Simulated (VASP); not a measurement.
# Ca in VASP: further runs

Runs on Ca. Level: PBE. Tasks: single point.

Program: VASP 6.6.1. These are calculated values, not measurements. Logs are shortened: lines on timing, memory, paths and dates and some standing lists are left out, and cuts for length are marked.

### Step 1. The cell of the first run

Symmetry: P6_3/mmc, No. 194, hexagonal system. The conventional cell has a = 3.896 Å, b = 3.896 Å, c = 6.456 Å, α = 90.00°, β = 90.00°, γ = 120.00°. Within 5.1 Å of Ca (site symmetry -6m2) lie 12 Ca at 3.90 to 3.93 Å.

This isn't the form of Ca at room conditions, which is fcc.

### Step 2. Single point, PBE

INCAR reads:

```
SYSTEM = Ca
PREC     = Accurate       ! precision mode
ENCUT    = 520            ! plane-wave cutoff, eV
EDIFF    = 1E-7           ! SCF threshold, eV
ISMEAR   = 0              ! smearing method
SIGMA    = 0.1            ! smearing width, eV
LREAL    = .False.        ! projectors in reciprocal space
LASPH    = .True.         ! aspherical terms in the spheres
NELM     = 60             ! most SCF steps
ALGO     = Normal         ! electronic algorithm
ISIF     = 2              ! what is computed and relaxed
LWAVE    = .False.        ! write WAVECAR
LCHARG   = .True.         ! write CHGCAR
GGA      = PE             ! functional
LELF     = .True.         ! ELF
LVHAR    = .True.       
NBANDS   = 17             ! bands
```

KPOINTS reads:

```
Automatic mesh
0
Gamma
  6 6 4
  0 0 0
```

POSCAR reads:

```
Ca
1.0
    3.8958434473      0.0000000000      0.0000000000
   -1.9479217237      3.3738993945      0.0000000000
    0.0000000000      0.0000000000      6.4558499819
Ca
2
Direct
    0.3333333333      0.6666666667      0.7500000000
    0.6666666667      0.3333333333      0.2500000000
```

Potentials or basis: VASP PAW PBE potentials, release 64 (Ca_sv).

Run with:

```bash
cat potpaw_PBE.64/Ca_sv/POTCAR > POTCAR
mpirun -np 1 vasp_std > vasp.out
```

OUTCAR:

```text
SYSTEM = Ca
   PREC = Accurate
   ENCUT = 520
   EDIFF = 1E-7
   ISMEAR = 0
   LREAL = .False.
   LASPH = .True.
   NELM = 60
   ISIF = 2
   GGA = PE

 ion  position               nearest neighbor table
   1  0.333  0.667  0.750-
   2  0.667  0.333  0.250-

  LATTYP: Found a hexagonal cell.
 ALAT       =     3.8958434473
 C/A-ratio  =     1.6571122709

  Lattice vectors:

 A1 = (   3.8958434473,   0.0000000000,   0.0000000000)
 A2 = (  -1.9479217237,   3.3738993945,   0.0000000000)
 A3 = (   0.0000000000,   0.0000000000,   6.4558499819)

Analysis of symmetry for initial positions (statically):
=====================================================================
 Subroutine PRICEL returns:
 Original cell was already a primitive cell.

 Routine SETGRP: Setting up the symmetry group for a
 hexagonal supercell.

 Subroutine GETGRP returns: Found 24 space group operations
 (whereof 12 operations were pure point group operations)
 out of a pool of 24 trial point group operations.

The static configuration has the point symmetry D_3d.
 The point group associated with its full space group is D_6h.

Analysis of symmetry for dynamics (positions and initial velocities):
=====================================================================
 Subroutine PRICEL returns:
 Original cell was already a primitive cell.

 Routine SETGRP: Setting up the symmetry group for a
 hexagonal supercell.

 Subroutine GETGRP returns: Found 24 space group operations
 (whereof 12 operations were pure point group operations)
 out of a pool of 24 trial point group operations.

The dynamic configuration has the point symmetry D_3d.
 The point group associated with its full space group is D_6h.

 Subroutine INISYM returns: Found 24 space group operations
 (whereof 12 operations are pure point group operations),
 and found     1 'primitive' translations

----------------------------------------------------------------------------------------

                                     Primitive cell

  volume of cell :      84.8569

  direct lattice vectors                    reciprocal lattice vectors
     3.895843447  0.000000000  0.000000000     0.256683826  0.148196476  0.000000000
    -1.947921724  3.373899394  0.000000000     0.000000000  0.296392952  0.000000000
     0.000000000  0.000000000  6.455849982     0.000000000  0.000000000  0.154898271

  length of vectors
     3.895843447  3.895843447  6.455849982     0.296392952  0.296392952  0.154898271

  position of ions in fractional coordinates (direct lattice)
     0.333333333  0.666666667  0.750000000
     0.666666667  0.333333333  0.250000000

  ion indices of the primitive-cell ions
   primitive index   ion index
                 1           1
                 2           2

----------------------------------------------------------------------------------------

 KPOINTS: Automatic mesh

Automatic generation of k-mesh.
 Grid dimensions read from file:
 generate k-points for:    6    6    4

 Generating k-lattice:

  Cartesian coordinates                     Fractional coordinates (reciprocal lattice)
     0.042780638  0.024699413  0.000000000     0.166666667  0.000000000  0.000000000
     0.000000000  0.049398825  0.000000000     0.000000000  0.166666667  0.000000000
     0.000000000  0.000000000  0.038724568     0.000000000  0.000000000  0.250000000

  Length of vectors
     0.049398825  0.049398825  0.038724568

  Shift w.r.t. Gamma in fractional coordinates (k-lattice)
     0.000000000  0.000000000  0.000000000

 Subroutine IBZKPT returns following result:
 ===========================================

 Found     21 irreducible k-points:

 Following reciprocal coordinates:
            Coordinates               Weight
  0.000000  0.000000  0.000000      1.000000
  0.166667  0.000000  0.000000      6.000000
  0.333333  0.000000  0.000000      6.000000
  0.500000  0.000000  0.000000      3.000000
  0.166667  0.166667  0.000000      6.000000
  0.333333  0.166667  0.000000     12.000000
[... 13 lines left out ...]
  0.333333  0.166667  0.500000     12.000000
  0.333333  0.333333  0.500000      2.000000
   k-points           NKPTS =     21   k-points in BZ     NKDIM =     21   number of bands    NBANDS=     17
   number of dos      NEDOS =    301   number of ions     NIONS =      2
   total plane-waves  NPLWV =  43200
   dimension x,y,z NGX =    30 NGY =   30 NGZ =   48
   dimension x,y,z NGXF=    60 NGYF=   60 NGZF=   96
   ions per type =               2
   NGX,Y,Z   is equivalent  to a cutoff of  12.80, 12.80, 12.36 a.u.
   NGXF,Y,Z  is equivalent  to a cutoff of  25.60, 25.60, 24.72 a.u.
 SYSTEM =  Ca
   PREC   = accura    normal or accurate (medium, high low for compatibility)
   ISTART =      0    job   : 0-new  1-cont  2-samecut
   ICHARG =      2    charge: 1-file 2-atom 10-const
   ISPIN  =      1    spin polarized calculation?
   LNONCOLLINEAR =      F non collinear calculations
   LSORBIT =      F    spin-orbit coupling
   LASPH  =      T    aspherical Exc in radial PAW
   ENCUT  =  520.0 eV  38.22 Ry    6.18 a.u.   7.24  7.24 12.00*2*pi/ulx,y,z
   NELM   =     60;   NELMIN=  2; NELMDL= -5     # of ELM steps
   EDIFF  = 0.1E-06   stopping-criterion for ELM
   LREAL  =      F    real-space projection
   EDIFFG = 0.1E-05   stopping-criterion for IOM
   NSW    =      0    number of steps for IOM
   IBRION =     -1    ionic relax: 0-MD 1-quasi-New 2-CG
   NFREE  =      0    steps in history (QN), initial steepest desc. (CG)
   ISIF   =      2    stress and relaxation
   ISYM   =      2    0-nonsym 1-usesym 2-fastsym
   POTIM  = 0.5000    time-step for ionic-motion
   TEBEG  =    0.0;   TEEND  =   0.0 temperature during run
   PSTRESS=    0.0 pullay stress
   NELECT =      20.0000    total number of electrons
   NUPDOWN=      -1.0000    fix difference up-down
   EMIN   =  10.00;   EMAX   =-10.00  energy-range for DOS
   EFERMI =   0.00;   METHOD = LEGACY
   ISMEAR =     0;   SIGMA  =   0.10  broadening in eV -4-tet -1-fermi 0-gaus
   EFERMI_NEDOS =   21; number of points for ismear=-14 and -15
   IALGO  =     38    algorithm
   IMIX   =      4    mixing-type and parameters
     AMIX     =   0.40;   BMIX     =  1.00
     AMIX_MAG =   1.60;   BMIX_MAG =  1.00
  volume/ion in A,a.u.               =      42.43       286.32
  Fermi-wavevector in a.u.,A,eV,Ry     =   1.011244  1.910973 13.913505  1.022614
  Thomas-Fermi vector in A             =   2.144282
   LORBIT       =      0    0 simple, 1 ext, 2 COOP (PROOUT), +10 PAW based schemes
   GGA     = PE    functional components
   LHFCALC =     F    Hartree Fock is set to
   AEXX    =    0.0000 exact exchange contribution
   IVDW    =     0    specifies the selected vdW correction
   LEPSILON=     F    determine dielectric tensor
   LRPA    =     F    only Hartree local field effects (RPA)
 non-spin polarized calculation
 Gauss-broadening in eV      SIGMA  =   0.10
  energy-cutoff  :      520.00
  volume of cell :       84.86
 maximum number of plane-waves:      2316
 NGX is ok and might be reduce to    30

 number of electron      19.9999994 magnetization

 Free energy of the ion-electron system (eV)
  ---------------------------------------------------
  ext. energy  EPLUGINS =         0.00000000
  ---------------------------------------------------
  free energy    TOTEN  =        -3.83718402 eV

  energy without entropy =       -3.82119415  energy(sigma->0) =       -3.82918909

 E-fermi :   1.9797     XC(G=0):  -7.7172

 val. band max:        1.9774405892   @ k =   0.3333   0.0000   0.0000
 cond. band min:       1.9972755802   @ k =   0.3333   0.1667   0.0000
 fundamental gap:      0.0198349910
 Fermi energy:         1.9796999314

 k-point     1 :       0.0000    0.0000    0.0000
  band No.  band energies     occupation
      1     -40.0716      2.00000
      2     -40.0592      2.00000
      3     -21.1111      2.00000
      4     -21.0122      2.00000
      5     -21.0122      2.00000
      6     -20.9949      2.00000
[... 9 lines left out ...]
     16       4.5640      0.00000
     17       5.0010      0.00000

 k-point     2 :       0.1667    0.0000    0.0000
  band No.  band energies     occupation
      1     -40.0685      2.00000
      2     -40.0576      2.00000
      3     -21.0996      2.00000
      4     -21.0392      2.00000
      5     -21.0226      2.00000
      6     -21.0204      2.00000
[... 9 lines left out ...]
     16       4.5882      0.00000
     17       4.7498      0.00000

 k-point     3 :       0.3333    0.0000    0.0000
  band No.  band energies     occupation
      1     -40.0619      2.00000
      2     -40.0548      2.00000
      3     -21.0940      2.00000
      4     -21.0761      2.00000
      5     -21.0721      2.00000
      6     -21.0363      2.00000
[... 9 lines left out ...]
     16       5.1982      0.00000
     17       5.4052      0.00000

 k-point     4 :       0.5000    0.0000    0.0000
  band No.  band energies     occupation
      1     -40.0580      2.00000
      2     -40.0540      2.00000
      3     -21.1216      2.00000
      4     -21.1021      2.00000
      5     -21.0522      2.00000
      6     -21.0439      2.00000
[... 9 lines left out ...]
     16       6.0415      0.00000
     17       6.0631      0.00000
[... 283 lines left out ...]
      1     -40.0595      2.00000
      2     -40.0595      2.00000
      3     -21.0824      2.00000
      4     -21.0824      2.00000
      5     -21.0303      2.00000
      6     -21.0303      2.00000
[... 9 lines left out ...]
     16       4.6913      0.00000
     17       5.5128      0.00000

 k-point    20 :       0.3333    0.1667    0.5000
  band No.  band energies     occupation
      1     -40.0560      2.00000
      2     -40.0560      2.00000
      3     -21.1110      2.00000
      4     -21.1110      2.00000
      5     -21.0487      2.00000
      6     -21.0487      2.00000
[... 9 lines left out ...]
     16       4.6953      0.00000
     17       5.8254      0.00000

 k-point    21 :       0.3333    0.3333    0.5000
  band No.  band energies     occupation
      1     -40.0548      2.00000
      2     -40.0548      2.00000
      3     -21.0987      2.00000
      4     -21.0987      2.00000
      5     -21.0789      2.00000
      6     -21.0789      2.00000
[... 9 lines left out ...]
     16       4.7120      0.00000
     17       5.8137      0.00000

------------------------ aborting loop because EDIFF is reached ----------------------------------------

  FORCE on cell =-STRESS in cart. coord.  units (eV):
  Direction    XX          YY          ZZ          XY          YZ          ZX
  --------------------------------------------------------------------------------------
  -------------------------------------------------------------------------------------
  Total       -0.0551721     -0.0551721      0.0641947      0.0000000      0.0000000      0.0000000
  in kB       -1.0417012     -1.0417012      1.2120565      0.0000000      0.0000000      0.0000000
  external PRESSURE =      -0.2904487 kB  Pullay stress =       0.0000000 kB

 VOLUME and BASIS-vectors are now :
 -----------------------------------------------------------------------------
  energy-cutoff  :      520.00
  volume of cell :       84.86
      direct lattice vectors                 reciprocal lattice vectors
     3.895843447  0.000000000  0.000000000     0.256683826  0.148196476  0.000000000
    -1.947921724  3.373899394  0.000000000     0.000000000  0.296392952  0.000000000
     0.000000000  0.000000000  6.455849982     0.000000000  0.000000000  0.154898271

 POSITION                                       TOTAL-FORCE (eV/Angst)
 -----------------------------------------------------------------------------------
     -0.00000      2.24927      4.84189        -0.000000      0.000000      0.000000
      1.94792      1.12463      1.61396         0.000000      0.000000      0.000000
 -----------------------------------------------------------------------------------
    total drift:                                0.000000     -0.000000      0.000000

  FREE ENERGIE OF THE ION-ELECTRON SYSTEM (eV)
  ---------------------------------------------------
  free  energy   TOTEN  =        -3.8371840197 eV

  energy  without entropy=       -3.8211941529  energy(sigma->0) =       -3.82918909
```

Run time: 20 s. Hardware: 1 thread of Oxide Virtual Turin-like, shared host; peak memory 0.16 GiB.

What came out:

```yaml
Free_energy: -3.8372 eV
Pressure: 0.0 GPa
Band_gap_on_the_k_mesh: zero (bands 10 and 11 overlap by 0.41 eV)
```

### Step 3. Single point, PBE

This run uses another cell than the first one: it holds 4 atoms, not 2.

INCAR reads:

```
SYSTEM = Ca
  ALGO = Fast
  EDIFF = 1E-6
  ENCUT = 520
  GGA = PE
  ISIF = 2
  ISMEAR = 0
  LASPH = .True.
  LCHARG = .False.
  LREAL = .False.
  LWAVE = .False.
  NBANDS = 28
  NELM = 80
  PREC = Accurate
  SIGMA = 0.2
```

KPOINTS reads:

```
k-points
0
Gamma
  6 4 4
  0 0 0
```

POSCAR reads:

```
Ca
1.0
    1.9480093880     -3.3711170272      0.0010538027
   -5.5917609400     -3.2264611730     -0.0125251150
   -0.0109881205     -0.0064044983     -6.7556392267
Ca
4
Direct
   -0.2508938443      0.9994474355      0.6659539406
    0.2495933801      1.0001187122      0.1659902774
    0.2504111637      0.4999477907      0.8341252487
    0.7508893005      0.5004860617      0.3339305334
```

Potentials or basis: VASP PAW PBE potentials, release 64 (Ca_sv).

Run with:

```bash
cat potpaw_PBE.64/Ca_sv/POTCAR > POTCAR
mpirun -np 1 vasp_std > vasp.out
```

Wall time 5 min (1 thread of Oxide Virtual Turin-like, shared host); peak memory 0.32 GiB.

Results (log left out):

| Property | Result |
| --- | --- |
| Free energy | -7.7468 eV |
| Pressure | 0.0 GPa |
| Largest force | 0.008 eV/Å |
| Band gap on the k mesh | zero (bands 20 and 21 overlap by 0.54 eV) |

Forces on the atoms (eV/Å):
```
Ca  -0.005 -0.006 -0.002
Ca  -0.001 -0.002 -0.001
Ca   0.002  0.002  0.004
Ca   0.004  0.005  0.000
```

Levels at points of the mesh, in eV from the Fermi level:
```csv
k point,band 17,band 18,band 19,band 20,band 21,band 22,band 23,band 24
"(0.00, 0.00, 0.00)",-4.05,-1.10,-1.07,-0.69,-0.26,0.22,0.39,1.34
"(0.50, 0.00, 0.00)",-1.53,-1.53,0.28,0.28,0.30,0.30,0.30,0.30
"(0.00, 0.50, 0.00)",-3.06,-3.06,-0.69,-0.68,0.09,0.11,1.35,1.36
"(0.50, 0.50, 0.00)",-0.83,-0.83,-0.83,-0.83,0.61,0.62,0.62,0.63
"(0.00, 0.00, 0.50)",-3.14,-3.13,-0.25,-0.24,-0.12,-0.12,1.15,1.15
"(0.50, 0.00, 0.50)",-1.10,-1.10,-0.68,-0.68,0.21,0.21,0.38,0.38
"(0.00, 0.50, 0.50)",-2.23,-2.23,-2.22,-2.22,1.17,1.17,1.18,1.18
"(0.50, 0.50, 0.50)",-0.68,-0.68,-0.68,-0.67,0.10,0.10,0.11,0.11
```

### Step 4. Single point, PBE

INCAR reads:

```
PREC = Accurate
ENCUT = 520
EDIFF = 1E-6
ISMEAR = 0
SIGMA = 0.1
LREAL = False
LASPH = True
NELM = 60
ALGO = Fast
ISIF = 2
LWAVE = False
LCHARG = False
GGA = PE
NBANDS = 17
```

KPOINTS reads:

```
regular mesh
0
Gamma
  18 18 10
```

POSCAR reads:

```
Ca
1.0
    3.8966318467      0.0000000000      0.0000000000
   -1.9483159234      3.3745821684      0.0000000000
    0.0000000000      0.0000000000      6.4490150078
Ca
2
Direct
    0.3333333333      0.6666666667      0.7500000000
    0.6666666667      0.3333333333      0.2500000000
```

Run with:

```bash
cat potpaw_PBE.64/Ca_sv/POTCAR > POTCAR
mpirun -np 1 vasp_std > vasp.out
```

Run time: 5.3 min. Hardware: 1 thread of Oxide Virtual Turin-like, shared host; peak memory 0.36 GiB.

The run converged. Its results:

```yaml
Free_energy: -3.8580 eV
Pressure: 0.0 GPa
Band_gap_on_the_k_mesh: zero (bands 10 and 11 overlap by 0.49 eV)
```

Levels at points of the mesh, in eV from the Fermi level:
| k point | band 7 | band 8 | band 9 | band 10 | band 11 | band 12 | band 13 | band 14 |
| --- | --- | --- | --- | --- | --- | --- | --- | --- |
| (0.00, 0.00, 0.00) | -23.00 | -23.00 | -4.09 | -1.10 | -0.29 | 2.20 | 2.26 | 2.26 |
| (0.50, 0.00, 0.00) | -23.03 | -23.02 | -1.13 | -0.71 | 0.18 | 0.35 | 1.32 | 1.85 |
| (0.00, 0.00, 0.50) | -23.01 | -23.01 | -3.09 | -3.09 | 1.32 | 1.32 | 2.26 | 2.26 |
| (0.50, 0.00, 0.50) | -23.03 | -23.03 | -0.71 | -0.71 | 0.07 | 0.07 | 1.41 | 1.41 |

### Step 5. Summary

```tsv
cell	k mesh	smearing	gap on the mesh (eV)	pressure (GPa)
a = 3.896, b = 3.896, c = 6.456 Å, angles 90.0, 90.0, 120.0°, 2 atoms, atomic positions A	6 × 6 × 4	gaussian 0.1 eV	none	0.0
a = 3.893, b = 6.456, c = 6.756 Å, angles 89.8, 90.0, 90.0°, 4 atoms, atomic positions B	6 × 4 × 4	gaussian 0.2 eV	none	0.0
a = 3.897, b = 3.897, c = 6.449 Å, angles 90.0, 90.0, 120.0°, 2 atoms, atomic positions A	18 × 18 × 10	gaussian 0.1 eV	none	0.0
```

Alike in all rows: task single point; level PBE; potentials or basis VASP PAW PBE potentials, release 64 (Ca_sv); no spin polarisation; cutoff (eV) 520.

Total energies depend on the potentials used, so only differences within one code and one set of settings carry meaning.

The gap in the log of VASP goes by the Fermi energy; the results here count the filled bands.